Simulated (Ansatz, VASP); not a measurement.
# One calculation of ZnS, two programs

```xyz
2
Lattice="0.0000 2.4427 2.4427 2.4427 0.0000 2.4427 2.4427 2.4427 0.0000" Properties=species:S:1:pos:R:3 pbc="T T T"
Zn    0.0000    0.0000    0.0000
S     2.4427    2.4427    2.4427
```

Alike in both runs: task single point; functional LDA; k mesh 14 × 14 × 14; occupations gaussian, width 0.05 eV; no spin polarisation.

```csv
,VASP,Ansatz
version,VASP 6.6.1,Ansatz 0.2.0
potentials or method,"VASP PAW LDA potentials, release 64 (Zn, S), cutoff 500 eV","scalar-relativistic, plane waves, PAW"
valence electrons in the cell,18,18
```

|  | VASP | Ansatz | Ansatz less VASP |
| --- | --- | --- | --- |
| gap on the k mesh at the Fermi level (eV) | none | none | - |
| pressure (GPa) | 6.4 | 5.9 | -0.46 |

LDA's correlation is that of Perdew and Zunger in VASP and of Perdew and Wang (1992) in Ansatz. A gap of «none» marks a metal or a gap that the smearing closes.
